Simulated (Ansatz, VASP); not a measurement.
**C: VASP beside Ansatz**

```
CELL_PARAMETERS angstrom
-1.20251 1.20251 1.20251
1.20251 -1.20251 1.20251
1.20251 1.20251 -1.20251
ATOMIC_POSITIONS crystal
C 0.00000 0.00000 0.00000
```

Alike in both runs: task single point; functional PBEsol; k mesh 21 × 21 × 21; occupations fermi-dirac, width 0.1 eV; no spin polarisation.

```csv
,VASP,Ansatz
version,VASP 6.6.1,Ansatz 0.2.0
potentials or method,"VASP PAW PBE potentials, release 64 (C), cutoff 520 eV","plane waves (420 eV) with PAW, scalar-relativistic"
valence electrons in the cell,4,4
```

|  | VASP | Ansatz | Ansatz less VASP |
| --- | --- | --- | --- |
| pressure (GPa) | -14.1 | -14.3 | -0.17 |

VASP's potentials were made for PBE, not for PBEsol, and Ansatz warns of the same on its side.
